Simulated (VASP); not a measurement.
# AlNi (Pm-3m) in VASP: notebook

Runs on AlNi. Level: LDA. Tasks: single point.

Everything below comes from runs of VASP 6.6.1. Logs are shortened: lines on timing, memory, paths and dates and some standing lists are left out, and cuts for length are marked.

### Step 1. The cell of the first run

The structure is cubic, space group Pm-3m (No. 221). Conventional cell: a = 2.881 Å, b = 2.881 Å, c = 2.881 Å, α = 90.00°, β = 90.00°, γ = 90.00°. Al (site symmetry m-3m) has 8 Ni at 2.50 Å and 6 Al at 2.88 Å within 3.3 Å. Within 3.3 Å of Ni (site symmetry m-3m) lie 8 Al at 2.50 Å and 6 Ni at 2.88 Å.

### Step 2. Single point, LDA, collinear spin, ferromagnetic start

INCAR

```
  PREC = Accurate
  ENCUT = 520
  EDIFF = 1E-7
  ISMEAR = -1
  SIGMA = 0.3
  LREAL = F
  LASPH = T
  NELM = 150
  ALGO = Normal
  ISIF = 2
  LWAVE = F
  LCHARG = F
  ISPIN = 2
  MAGMOM = 0.1 0.7
  LORBIT = 11
  NUPDOWN = 0.9
  LMAXMIX = 4
  NBANDS = 18
```

KPOINTS

```
Automatic mesh
0
Gamma
  5 5 5
  0.5 0.5 0.5
```

POSCAR

```
AlNi
1.0
    2.8810000000      0.0000000000      0.0000000000
    0.0000000000      2.8810000000      0.0000000000
    0.0000000000      0.0000000000      2.8810000000
Al Ni
1 1
Direct
    0.0000000000      0.0000000000      0.0000000000
    0.5000000000      0.5000000000      0.5000000000
```

Potentials or basis: VASP PAW LDA potentials, release 64 (Al, Ni).

On the command line:

```
$ cat potpaw_LDA.64/Al/POTCAR potpaw_LDA.64/Ni/POTCAR > POTCAR
$ mpirun -np 1 vasp_std > vasp.out
```

OUTCAR:

```text
PREC = Accurate
   ENCUT = 520
   EDIFF = 1E-7
   ISMEAR = -1
   LREAL = F
   LASPH = T
   NELM = 150
   ISIF = 2
   ISPIN = 2
   LORBIT = 11
   NUPDOWN = 0.9

 ion  position               nearest neighbor table
   1  0.000  0.000  0.000-   2 2.50   2 2.50   2 2.50   2 2.50   2 2.50   2 2.50   2 2.50   2 2.50

   2  0.500  0.500  0.500-   1 2.50   1 2.50   1 2.50   1 2.50   1 2.50   1 2.50   1 2.50   1 2.50

  LATTYP: Found a simple cubic cell.
 ALAT       =     2.8810000000

  Lattice vectors:

 A1 = (   2.8810000000,   0.0000000000,   0.0000000000)
 A2 = (   0.0000000000,   2.8810000000,   0.0000000000)
 A3 = (   0.0000000000,   0.0000000000,   2.8810000000)

Analysis of symmetry for initial positions (statically):
=====================================================================
 Subroutine PRICEL returns:
 Original cell was already a primitive cell.

 Routine SETGRP: Setting up the symmetry group for a
 simple cubic supercell.

 Subroutine GETGRP returns: Found 48 space group operations
[... 9 lines left out ...]

 Routine SETGRP: Setting up the symmetry group for a
 simple cubic supercell.

 Subroutine GETGRP returns: Found 48 space group operations
 (whereof 48 operations were pure point group operations)
 out of a pool of 48 trial point group operations.

The dynamic configuration has the point symmetry O_h .

Analysis of structural, dynamic, and magnetic symmetry:
=====================================================================
 Subroutine PRICEL returns:
 Original cell was already a primitive cell.

 Routine SETGRP: Setting up the symmetry group for a
 simple cubic supercell.

 Subroutine GETGRP returns: Found 48 space group operations
 (whereof 48 operations were pure point group operations)
 out of a pool of 48 trial point group operations.

The overall configuration has the point symmetry O_h .

 Subroutine INISYM returns: Found 48 space group operations
[... 5 lines left out ...]
                                     Primitive cell

  volume of cell :      23.9128

  direct lattice vectors                    reciprocal lattice vectors
     2.881000000  0.000000000  0.000000000     0.347101701  0.000000000  0.000000000
     0.000000000  2.881000000  0.000000000     0.000000000  0.347101701  0.000000000
     0.000000000  0.000000000  2.881000000     0.000000000  0.000000000  0.347101701

  length of vectors
     2.881000000  2.881000000  2.881000000     0.347101701  0.347101701  0.347101701

  position of ions in fractional coordinates (direct lattice)
     0.000000000  0.000000000  0.000000000
     0.500000000  0.500000000  0.500000000

  ion indices of the primitive-cell ions
   primitive index   ion index
                 1           1
                 2           2

----------------------------------------------------------------------------------------

 KPOINTS: Automatic mesh

Automatic generation of k-mesh.
 Grid dimensions read from file:
 generate k-points for:    5    5    5

 Generating k-lattice:

  Cartesian coordinates                     Fractional coordinates (reciprocal lattice)
     0.069420340  0.000000000  0.000000000     0.200000000  0.000000000  0.000000000
     0.000000000  0.069420340  0.000000000     0.000000000  0.200000000  0.000000000
     0.000000000  0.000000000  0.069420340     0.000000000  0.000000000  0.200000000

  Length of vectors
     0.069420340  0.069420340  0.069420340

  Shift w.r.t. Gamma in fractional coordinates (k-lattice)
     0.500000000  0.500000000  0.500000000

 Subroutine IBZKPT returns following result:
 ===========================================

 Found     10 irreducible k-points:

 Following reciprocal coordinates:
            Coordinates               Weight
  0.100000  0.100000  0.100000      8.000000
  0.300000  0.100000  0.100000     24.000000
  0.500000  0.100000  0.100000     12.000000
  0.300000  0.300000  0.100000     24.000000
  0.500000  0.300000  0.100000     24.000000
  0.500000  0.500000  0.100000      6.000000
  0.300000  0.300000  0.300000      8.000000
  0.500000  0.300000  0.300000     12.000000
  0.500000  0.500000  0.300000      6.000000
  0.500000  0.500000  0.500000      1.000000
   k-points           NKPTS =     10   k-points in BZ     NKDIM =     10   number of bands    NBANDS=     18
   number of dos      NEDOS =    301   number of ions     NIONS =      2
   total plane-waves  NPLWV =  13824
   dimension x,y,z NGX =    24 NGY =   24 NGZ =   24
   dimension x,y,z NGXF=    48 NGYF=   48 NGZF=   48
   ions per type =               1   1
   NGX,Y,Z   is equivalent  to a cutoff of  13.85, 13.85, 13.85 a.u.
   NGXF,Y,Z  is equivalent  to a cutoff of  27.70, 27.70, 27.70 a.u.
 SYSTEM =  unknown system
   PREC   = accura    normal or accurate (medium, high low for compatibility)
   ISTART =      0    job   : 0-new  1-cont  2-samecut
   ICHARG =      2    charge: 1-file 2-atom 10-const
   ISPIN  =      2    spin polarized calculation?
   LNONCOLLINEAR =      F non collinear calculations
   LSORBIT =      F    spin-orbit coupling
   LASPH  =      T    aspherical Exc in radial PAW
   ENCUT  =  520.0 eV  38.22 Ry    6.18 a.u.   5.36  5.36  5.36*2*pi/ulx,y,z
   NELM   =    150;   NELMIN=  2; NELMDL= -5     # of ELM steps
   EDIFF  = 0.1E-06   stopping-criterion for ELM
   LREAL  =      F    real-space projection
   EDIFFG = 0.1E-05   stopping-criterion for IOM
   NSW    =      0    number of steps for IOM
   IBRION =     -1    ionic relax: 0-MD 1-quasi-New 2-CG
   NFREE  =      0    steps in history (QN), initial steepest desc. (CG)
   ISIF   =      2    stress and relaxation
   ISYM   =      2    0-nonsym 1-usesym 2-fastsym
   POTIM  = 0.5000    time-step for ionic-motion
   TEBEG  =    0.0;   TEEND  =   0.0 temperature during run
   PSTRESS=    0.0 pullay stress
   NELECT =      13.0000    total number of electrons
   NUPDOWN=       0.9000    fix difference up-down
   EMIN   =  10.00;   EMAX   =-10.00  energy-range for DOS
   EFERMI =   0.00;   METHOD = LEGACY
   ISMEAR =    -1;   SIGMA  =   0.30  broadening in eV -4-tet -1-fermi 0-gaus
   EFERMI_NEDOS =   21; number of points for ismear=-14 and -15
   IALGO  =     38    algorithm
   IMIX   =      4    mixing-type and parameters
     AMIX     =   0.40;   BMIX     =  1.00
     AMIX_MAG =   1.60;   BMIX_MAG =  1.00
  volume/ion in A,a.u.               =      11.96        80.69
  Fermi-wavevector in a.u.,A,eV,Ry     =   1.336122  2.524904 24.289410  1.785221
  Thomas-Fermi vector in A             =   2.464773
   LORBIT       =     11    0 simple, 1 ext, 2 COOP (PROOUT), +10 PAW based schemes
   GGA     = CA    functional components
   LHFCALC =     F    Hartree Fock is set to
   AEXX    =    0.0000 exact exchange contribution
   IVDW    =     0    specifies the selected vdW correction
   LEPSILON=     F    determine dielectric tensor
   LRPA    =     F    only Hartree local field effects (RPA)
 spin polarized calculation
  energy-cutoff  :      520.00
  volume of cell :       23.91
 maximum number of plane-waves:       654
 NGX is ok and might be reduce to    24
   NGX = 11   NGY = 11   NGZ = 11

 number of electron      13.0000014 magnetization       0.8999991

 Free energy of the ion-electron system (eV)
  ---------------------------------------------------
  ext. energy  EPLUGINS =         0.00000000
  ---------------------------------------------------
  free energy    TOTEN  =       -11.86023778 eV

  energy without entropy =      -11.59470421  energy(sigma->0) =      -11.72747100

 E-fermi :   9.0851     XC(G=0): -12.3099

 val. band max:       10.8691593976   @ k =   0.5000   0.5000   0.1000
 cond. band min:       9.1079113948   @ k =   0.5000   0.3000   0.1000
 fundamental gap:     -1.7612480028
 Fermi energy:        11.1033097489

 spin component 1

 k-point     1 :       0.1000    0.1000    0.1000
  band No.  band energies     occupation
      1      -0.8989      1.00000
      2       6.0437      1.00000
      3       6.0437      1.00000
      4       7.5019      0.99999
      5       7.5474      0.99999
      6       7.5474      0.99999
[... 10 lines left out ...]
     17      32.9365      0.00000
     18      33.6489      0.00000

 k-point     2 :       0.3000    0.1000    0.1000
  band No.  band energies     occupation
      1       0.5181      1.00000
      2       5.5822      1.00000
      3       6.2862      1.00000
      4       7.1149      1.00000
      5       7.1917      1.00000
      6       7.5950      0.99999
[... 10 lines left out ...]
     17      30.5577      0.00000
     18      34.7873      0.00000
[... 148 lines left out ...]
 k-point    10 :       0.5000    0.5000    0.5000
  band No.  band energies     occupation
      1       5.3124      1.00000
      2       5.3124      1.00000
      3       5.3124      1.00000
      4       8.0813      0.99996
      5       8.0813      0.99996
      6      11.6332      0.14598
[... 10 lines left out ...]
     17      40.7249      0.00000
     18      40.7249      0.00000
 Fermi energy:         9.0850937497

 spin component 2

 k-point     1 :       0.1000    0.1000    0.1000
  band No.  band energies     occupation
      1      -0.6485      1.00000
      2       6.6281      0.99972
      3       6.6281      0.99972
      4       7.9668      0.97652
      5       8.0184      0.97223
      6       8.0184      0.97223
[... 10 lines left out ...]
     17      33.2062      0.00000
     18      33.8985      0.00000

 k-point     2 :       0.3000    0.1000    0.1000
  band No.  band energies     occupation
      1       0.7698      1.00000
      2       6.0135      0.99996
      3       6.8857      0.99935
      4       7.5799      0.99342
      5       7.6627      0.99135
      6       8.0677      0.96743
[... 10 lines left out ...]
     17      30.8176      0.00000
     18      35.0626      0.00000
[... 148 lines left out ...]
 k-point    10 :       0.5000    0.5000    0.5000
  band No.  band energies     occupation
      1       5.6913      0.99999
      2       5.6913      0.99999
      3       5.6913      0.99999
      4       8.7983      0.72231
      5       8.7983      0.72231
      6      11.8964      0.00009
[... 10 lines left out ...]
     17      40.9654      0.00000
     18      40.9654      0.00000

------------------------ aborting loop because EDIFF is reached ----------------------------------------

  FORCE on cell =-STRESS in cart. coord.  units (eV):
  Direction    XX          YY          ZZ          XY          YZ          ZX
  --------------------------------------------------------------------------------------
  -------------------------------------------------------------------------------------
  Total       -0.5968766     -0.5968766     -0.5968766      0.0000000      0.0000000     -0.0000000
  in kB      -39.9912883    -39.9912883    -39.9912883      0.0000000      0.0000000     -0.0000000
  external PRESSURE =     -39.9912883 kB  Pullay stress =       0.0000000 kB

 VOLUME and BASIS-vectors are now :
 -----------------------------------------------------------------------------
  energy-cutoff  :      520.00
  volume of cell :       23.91
      direct lattice vectors                 reciprocal lattice vectors
     2.881000000  0.000000000  0.000000000     0.347101701  0.000000000  0.000000000
     0.000000000  2.881000000  0.000000000     0.000000000  0.347101701  0.000000000
     0.000000000  0.000000000  2.881000000     0.000000000  0.000000000  0.347101701

 POSITION                                       TOTAL-FORCE (eV/Angst)
 -----------------------------------------------------------------------------------
      0.00000      0.00000      0.00000         0.000000      0.000000      0.000000
      1.44050      1.44050      1.44050         0.000000      0.000000      0.000000
 -----------------------------------------------------------------------------------
    total drift:                                0.000000      0.000000     -0.000000

  FREE ENERGIE OF THE ION-ELECTRON SYSTEM (eV)
  ---------------------------------------------------
  free  energy   TOTEN  =       -11.8602377843 eV

  energy  without entropy=      -11.5947042137  energy(sigma->0) =      -11.72747100

 total charge

# of ion       s       p       d       tot
------------------------------------------
    1        0.388   0.424   0.000   0.812
    2        0.493   0.544   8.421   9.458
--------------------------------------------------
tot          0.881   0.968   8.421  10.271

 magnetization (x)

# of ion       s       p       d       tot
------------------------------------------
    1        0.008   0.046   0.000   0.055
    2        0.042   0.082   0.539   0.662
--------------------------------------------------
tot          0.050   0.128   0.539   0.717
```

Wall time 20 s (1 thread of AMD EPYC 7R13, shared host); peak memory 0.1 GiB.

Results:

```
Free energy                                           : -11.8602 eV
Pressure                                              : -4.0 GPa
Net moment                                            : 0.90 μB per cell
Site moments                                          : Al +0.06; Ni +0.66 μB
Valence electrons inside the program's atomic spheres : Al 0.81; Ni 9.46
```

Caveat: the k points lie up to 0.44 Å⁻¹ apart; the total moment is fixed, so each spin has its own Fermi level.

### Step 3. Single point, LDA, collinear spin, ferromagnetic start

INCAR

```
PREC = Accurate
ENCUT = 520
EDIFF = 1E-6
ISMEAR = -1
SIGMA = 0.3
LREAL = F
LASPH = T
NELM = 150
ALGO = Normal
ISIF = 2
LWAVE = F
LCHARG = T
ISPIN = 2
MAGMOM = 0.13 0.92
LORBIT = 11
NUPDOWN = 1.2
LMAXMIX = 4
LELF = T
LVHAR = T
NBANDS = 18
```

KPOINTS is that of step 2.

POSCAR is that of step 2.

Potentials or basis: VASP PAW LDA potentials, release 64 (Al, Ni).

On the command line:

```
$ cat potpaw_LDA.64/Al/POTCAR potpaw_LDA.64/Ni/POTCAR > POTCAR
$ mpirun -np 1 vasp_std > vasp.out
```

Wall time 20 s (1 thread of AMD EPYC 7R13, shared host); peak memory 0.1 GiB.

It converged, with:

* Free energy: -11.5044 eV
* Pressure: -0.7 GPa
* Net moment: 1.20 μB per cell
* Site moments: Al +0.07; Ni +0.87 μB
* Valence electrons inside the program's atomic spheres: Al 0.81; Ni 9.44

Caveat: the k points lie up to 0.44 Å⁻¹ apart; the total moment is fixed, so each spin has its own Fermi level.

[end of part 1 of 2]
